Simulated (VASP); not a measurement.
# PtSe2 in VASP: single point with PBE

Aim: the single point of PtSe2 with PBE.

Program: VASP 6.6.1. These are calculated values, not measurements. Logs are shortened: lines on timing, memory, paths and dates and some standing lists are left out, and cuts for length are marked.

## 1. The cell of the first run

The cell holds a sheet with vacuum, 9 atoms: a = 3.727 Å, b = 3.727 Å, c = 49.240 Å, α = 90.00°, β = 90.00°, γ = 120.00°.

## 2. Single point, PBE

File INCAR:

```
PREC = Accurate
ENCUT = 520
EDIFF = 1E-6
ISMEAR = 0
SIGMA = 0.01
LREAL = F
LASPH = T
NELM = 60
ALGO = Normal
ISIF = 2
LWAVE = F
LCHARG = F
LDIPOL = T
IDIPOL = 3
DIPOL = 0.5 0.5 0.312
GGA = PE
NBANDS = 43
```

File KPOINTS:

```
regular mesh
0
Gamma
  12 12 1
```

File POSCAR:

```
PtSe2
1.0
    3.7270000000      0.0000000000      0.0000000000
   -1.8635000000      3.2276766799      0.0000000000
    0.0000000000      0.0000000000     49.2400000000
Se Pt
6 3
Direct
    0.6666666667      0.3333333333      0.1845910517
    0.3333333333      0.6666666667      0.2377828496
    0.6666666667      0.3333333333      0.2854478051
    0.3333333333      0.6666666667      0.3384352168
    0.6666666667      0.3333333333      0.3861001724
    0.3333333333      0.6666666667      0.4392919702
    0.0000000000      0.0000000000      0.2115341141
    0.0000000000      0.0000000000      0.3119415110
    0.0000000000      0.0000000000      0.4123489078
```

Potentials or basis: VASP PAW PBE potentials, release 64 (Se, Pt).

On the command line:

```
> cat potpaw_PBE.64/Se/POTCAR potpaw_PBE.64/Pt/POTCAR > POTCAR
> mpirun -np 1 vasp_std > vasp.out
```

OUTCAR:

```text
PREC = Accurate
   ENCUT = 520
   EDIFF = 1E-6
   ISMEAR = 0
   LREAL = F
   LASPH = T
   NELM = 60
   ISIF = 2
   GGA = PE

 ion  position               nearest neighbor table
   1  0.667  0.333  0.185-   7 2.53   7 2.53   7 2.53
   2  0.333  0.667  0.238-   7 2.51   7 2.51   7 2.51
   3  0.667  0.333  0.285-   8 2.52   8 2.52   8 2.52
   4  0.333  0.667  0.338-   8 2.52   8 2.52   8 2.52
   5  0.667  0.333  0.386-   9 2.51   9 2.51   9 2.51
   6  0.333  0.667  0.439-   9 2.53   9 2.53   9 2.53
   7  0.000  0.000  0.212-   2 2.51   2 2.51   2 2.51   1 2.53   1 2.53   1 2.53
   8  0.000  0.000  0.312-   4 2.52   4 2.52   4 2.52   3 2.52   3 2.52   3 2.52
   9  0.000  0.000  0.412-   5 2.51   5 2.51   5 2.51   6 2.53   6 2.53   6 2.53

  LATTYP: Found a hexagonal cell.
 ALAT       =     3.7270000000
 C/A-ratio  =    13.2116984170

  Lattice vectors:

 A1 = (   3.7270000000,   0.0000000000,   0.0000000000)
 A2 = (  -1.8635000000,   3.2276766799,   0.0000000000)
 A3 = (   0.0000000000,   0.0000000000,  49.2400000000)

Analysis of symmetry for initial positions (statically):
=====================================================================
 Subroutine PRICEL returns:
 Original cell was already a primitive cell.

 Routine SETGRP: Setting up the symmetry group for a
 hexagonal supercell.

 Subroutine GETGRP returns: Found 12 space group operations
 (whereof  6 operations were pure point group operations)
 out of a pool of 24 trial point group operations.

The static configuration has the point symmetry C_3v.
 The point group associated with its full space group is D_3d.

Analysis of symmetry for dynamics (positions and initial velocities):
=====================================================================
 Subroutine PRICEL returns:
 Original cell was already a primitive cell.

 Routine SETGRP: Setting up the symmetry group for a
 hexagonal supercell.

 Subroutine GETGRP returns: Found 12 space group operations
 (whereof  6 operations were pure point group operations)
 out of a pool of 24 trial point group operations.

The dynamic configuration has the point symmetry C_3v.
 The point group associated with its full space group is D_3d.

 Subroutine INISYM returns: Found 12 space group operations
[... 115 lines left out ...]
   PSTRESS=    0.0 pullay stress
   NELECT =      66.0000    total number of electrons
   NUPDOWN=      -1.0000    fix difference up-down
   EMIN   =  10.00;   EMAX   =-10.00  energy-range for DOS
   EFERMI =   0.00;   METHOD = LEGACY
   ISMEAR =     0;   SIGMA  =   0.01  broadening in eV -4-tet -1-fermi 0-gaus
   EFERMI_NEDOS =   21; number of points for ismear=-14 and -15
   IALGO  =     38    algorithm
   IMIX   =      4    mixing-type and parameters
     AMIX     =   0.40;   BMIX     =  1.00
     AMIX_MAG =   1.60;   BMIX_MAG =  1.00
  volume/ion in A,a.u.               =      65.82       444.14
  Fermi-wavevector in a.u.,A,eV,Ry     =   0.787772  1.488672  8.443559  0.620584
  Thomas-Fermi vector in A             =   1.892579
   LORBIT       =      0    0 simple, 1 ext, 2 COOP (PROOUT), +10 PAW based schemes
   GGA     = PE    functional components
   LHFCALC =     F    Hartree Fock is set to
   AEXX    =    0.0000 exact exchange contribution
   IVDW    =     0    specifies the selected vdW correction
   LEPSILON=     F    determine dielectric tensor
   LRPA    =     F    only Hartree local field effects (RPA)
 non-spin polarized calculation
 Gauss-broadening in eV      SIGMA  =   0.01
  energy-cutoff  :      520.00
  volume of cell :      592.34
 maximum number of plane-waves:     16007
 NGX is ok and might be reduce to    28
   NGX = 13   NGY = 13   NGZ =183

 dipolmoment           0.000000      0.000000      0.000000 electrons x Angstroem

 number of electron      65.9999994 magnetization

 dipolmoment           0.000000      0.000000     -0.000003 electrons x Angstroem

 Free energy of the ion-electron system (eV)
  ---------------------------------------------------
  ext. energy  EPLUGINS =         0.00000000
  ---------------------------------------------------
  free energy    TOTEN  =       -42.66276507 eV

  energy without entropy =      -42.66252008  energy(sigma->0) =      -42.66264258

 E-fermi :  -1.1939     XC(G=0):  -3.5634

 val. band max:       -1.1965993206   @ k =   0.0000   0.0000   0.0000
 cond. band min:      -1.1859681228   @ k =   0.2500   0.0000   0.0000
 fundamental gap:      0.0106311979
 Fermi energy:        -1.1938601946

 k-point     1 :       0.0000    0.0000    0.0000
  band No.  band energies     occupation
      1     -16.8448      2.00000
      2     -16.5049      2.00000
      3     -16.1738      2.00000
      4     -15.1099      2.00000
      5     -14.5538      2.00000
      6     -14.1676      2.00000
[... 863 lines left out ...]
     42       4.8057      0.00000
     43       5.8973      0.00000

------------------------ aborting loop because EDIFF is reached ----------------------------------------

 vacuum level on the upper side and lower side of the slab       (xc-potential included)        -0.118        -0.118

  FORCE on cell =-STRESS in cart. coord.  units (eV):
  Direction    XX          YY          ZZ          XY          YZ          ZX
  --------------------------------------------------------------------------------------
  -------------------------------------------------------------------------------------
  Total        4.8879496      4.8879496      3.0000988      0.0000000     -0.0000000      0.0000000
  in kB       13.2211684     13.2211684      8.1148161      0.0000000     -0.0000000      0.0000000
  external PRESSURE =      11.5190510 kB  Pullay stress =       0.0000000 kB

 VOLUME and BASIS-vectors are now :
 -----------------------------------------------------------------------------
  energy-cutoff  :      520.00
  volume of cell :      592.34
      direct lattice vectors                 reciprocal lattice vectors
     3.727000000  0.000000000  0.000000000     0.268312316  0.154910188  0.000000000
    -1.863500000  3.227676680  0.000000000     0.000000000  0.309820375  0.000000000
     0.000000000  0.000000000 49.240000000     0.000000000  0.000000000  0.020308692

 POSITION                                       TOTAL-FORCE (eV/Angst)
 -----------------------------------------------------------------------------------
      1.86350      1.07589      9.08926        -0.000000      0.000000     -0.114754
     -0.00000      2.15178     11.70843         0.000000     -0.000000     -0.060158
      1.86350      1.07589     14.05545        -0.000000     -0.000000      0.010138
     -0.00000      2.15178     16.66455        -0.000000      0.000000     -0.010138
      1.86350      1.07589     19.01157         0.000000     -0.000000      0.060158
     -0.00000      2.15178     21.63074         0.000000     -0.000000      0.114754
      0.00000      0.00000     10.41594         0.000000      0.000000     -0.120016
      0.00000      0.00000     15.36000        -0.000000     -0.000000     -0.000000
      0.00000      0.00000     20.30406        -0.000000     -0.000000      0.120016
 -----------------------------------------------------------------------------------
    total drift:                               -0.000000     -0.000000      0.000015

  FREE ENERGIE OF THE ION-ELECTRON SYSTEM (eV)
  ---------------------------------------------------
  free  energy   TOTEN  =       -42.6627650724 eV

  energy  without entropy=      -42.6625200787  energy(sigma->0) =      -42.66264258

 vacuum level on the upper side and lower side of the slab         3.343         3.342
```

OSZICAR:

```text
N       E                     dE             d eps       ncg     rms          rms(c)
DAV:   1     0.523553072086E+03    0.52355E+03   -0.23448E+04  1650   0.117E+03
DAV:   2     0.212209526121E+02   -0.50233E+03   -0.47476E+03  2301   0.220E+02
DAV:   3    -0.429829408642E+02   -0.64204E+02   -0.62510E+02  2052   0.840E+01
[... 16 lines left out ...]
DAV:  20    -0.426627533335E+02   -0.91634E-05   -0.50304E-07  1274   0.191E-03    0.846E-04
DAV:  21    -0.426627593667E+02   -0.60332E-05   -0.29839E-07  1318   0.109E-03    0.448E-04
DAV:  22    -0.426627625734E+02   -0.32067E-05   -0.11454E-07  1268   0.719E-04    0.336E-04
DAV:  23    -0.426627645045E+02   -0.19312E-05   -0.39445E-08  1236   0.516E-04    0.122E-04
DAV:  24    -0.426627650724E+02   -0.56781E-06   -0.13852E-08  1194   0.323E-04
   1 F= -.42662765E+02 E0= -.42662643E+02  d E =-.244994E-03
```

stdout:

```text
POSCAR found type information on POSCAR SePt
 POSCAR found :  2 types and       9 ions
 scaLAPACK will be used
 LDA part: xc-table for (Slater+PW92), standard interpolation
 POSCAR, INCAR and KPOINTS ok, starting setup
 FFT: planning ... GRIDC
 FFT: planning ... GRID_SOFT
 FFT: planning ... GRID
 WAVECAR not read
 entering main loop
```

It took 41 min on 1 thread of Intel Xeon 8259CL, shared host; peak memory 0.87 GiB.

Results:

```yaml
Free_energy: -42.6628 eV
Largest_force: 0.120 eV/Å
Band_gap_on_the_k_mesh: 0.01 eV (least direct gap 0.67 eV)
```

Forces on the atoms (eV/Å):
```
Se   0.000  0.000 -0.115
Se   0.000  0.000 -0.060
Se   0.000  0.000  0.010
Se   0.000  0.000 -0.010
Se   0.000  0.000  0.060
Se   0.000  0.000  0.115
Pt   0.000  0.000 -0.120
Pt   0.000  0.000  0.000
Pt   0.000  0.000  0.120
```

Caveat: spin-orbit coupling is left out, which moves the levels of the heavy elements.
